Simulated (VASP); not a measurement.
TiSi: single point with PBEsol

Crystal: TiSi.

```
Ti Si
1.0
     1.82821   -2.13165    0.00000
     1.82821    2.13165    0.00000
     0.00000    0.00000    3.82913
Ti Si
1 1
Cartesian
  1.8282 0.0000 0.0000
  0.0000 0.0000 1.9146
```

This cell differs from its parent crystal: volume scaled by 1.02.

- Program: VASP 6.6.1
- Task: single point
- Functional: PBEsol
- Potentials or basis: VASP PAW PBE potentials, release 64 (Ti_sv, Si)
- Cutoff: 520 eV
- k mesh: 10 × 10 × 7
- Occupations: fermi-dirac, width 0.05 eV
- Spin: no spin polarisation

```yaml
Pressure: -6.7 GPa
Band_gap_on_the_k_mesh: zero (band 8 reaches 10.28 eV, above the bottom of band 9 at 8.95 eV)
```

Stress tensor (GPa, compression positive):
```
-7.21  0.00  0.00
 0.00 -6.43  0.00
 0.00  0.00 -6.54
```

Levels at points of the mesh, in eV from the Fermi level:
| k point | band 4 | band 5 | band 6 | band 7 | band 8 | band 9 | band 10 | band 11 | band 12 | band 13 |
| --- | --- | --- | --- | --- | --- | --- | --- | --- | --- | --- |
| (0.00, 0.00, 0.00) | -32.48 | -11.54 | -2.33 | -1.62 | -1.05 | 1.66 | 2.30 | 2.85 | 5.11 | 5.90 |
| (0.50, 0.00, 0.00) | -32.50 | -7.54 | -6.19 | -2.75 | -0.78 | 1.64 | 2.30 | 4.18 | 4.76 | 5.22 |
| (0.50, 0.50, 0.00) | -32.86 | -5.71 | -3.65 | -1.45 | -1.20 | -0.79 | -0.26 | 2.76 | 3.14 | 4.10 |

Run time: 19 s on 1 thread of Intel(R) Xeon(R) Platinum 8559C (Emerald Rapids), on a shared host, peak memory 0.18 GiB.

Caveat: the PAW data sets were made with another functional, which shifts forces and pressure a little.
